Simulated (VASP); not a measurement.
# C: single point with PBEsol

Crystal: C.

```
CELL_PARAMETERS angstrom
1.22805 -2.12706 0.00000
1.22805 2.12706 0.00000
0.00000 0.00000 7.17327
ATOMIC_POSITIONS crystal
C 0.08338 0.91662 0.75314
C 0.58338 0.41662 0.24686
C 0.91662 0.08338 0.24686
C 0.41662 0.58338 0.75314
```

```
Program                : VASP 6.6.1
Task                   : single point
Functional             : PBEsol
Potentials or basis    : VASP PAW PBE potentials, release 64 (C)
Cutoff                 : 520 eV
k mesh                 : 18 × 18 × 6
Occupations            : gaussian, width 0.1 eV
Spin                   : no spin polarisation
Dipole correction      : no
Further INCAR settings : ALGO = Normal; EDIFF = 1e-06; NBANDS = 16
```

| Property | Result |
| --- | --- |
| Pressure | 1.6 GPa |
| Largest force | 0.026 eV/Å |
| Band gap on the k mesh | 0.02 eV |

Forces on the atoms (eV/Å):
```
C    0.000  0.025 -0.004
C    0.000  0.025  0.004
C    0.000 -0.025  0.004
C    0.000 -0.025 -0.004
```

Stress tensor (GPa, compression positive):
```
2.37 0.00 0.00
0.00 2.22 0.00
0.00 0.00 0.19
```

Levels at points of the mesh, in eV from the valence-band top:
| k point | band 4 | band 5 | band 6 | band 7 | band 8 | band 9 | band 10 | band 11 | band 12 | band 13 |
| --- | --- | --- | --- | --- | --- | --- | --- | --- | --- | --- |
| (0.00, 0.00, 0.00) | -6.96 | -2.98 | -2.97 | -2.97 | -2.95 | 3.57 | 8.36 | 8.39 | 8.41 | 8.42 |
| (0.50, 0.00, 0.00) | -13.28 | -6.40 | -6.40 | -2.42 | -2.42 | 1.77 | 1.77 | 7.49 | 7.49 | 10.90 |
| (0.50, 0.50, 0.00) | -13.23 | -6.41 | -6.38 | -2.84 | -1.85 | 1.10 | 2.28 | 7.37 | 7.62 | 10.80 |
| (0.00, 0.00, 0.50) | -7.68 | -2.98 | -2.97 | -2.96 | -2.96 | 5.65 | 5.84 | 8.38 | 8.39 | 8.40 |
| (0.50, 0.00, 0.50) | -13.28 | -6.40 | -6.40 | -2.37 | -2.37 | 1.64 | 1.64 | 7.49 | 7.49 | 12.04 |
| (0.50, 0.50, 0.50) | -13.28 | -6.40 | -6.40 | -2.41 | -2.33 | 1.60 | 1.68 | 7.48 | 7.50 | 12.08 |

It took 2.7 min on 1 thread of Intel(R) Xeon(R) Platinum 8259CL CPU @ 2.50GHz (Skylake/Cascade Lake), on a shared host, peak memory 0.26 GiB.

Caveat: the PAW data sets were made with another functional, which shifts forces and pressure a little; this functional lacks dispersion, which binds the layers, so the pressure and a relaxed spacing across them are unreliable. A k mesh can miss the band edges.
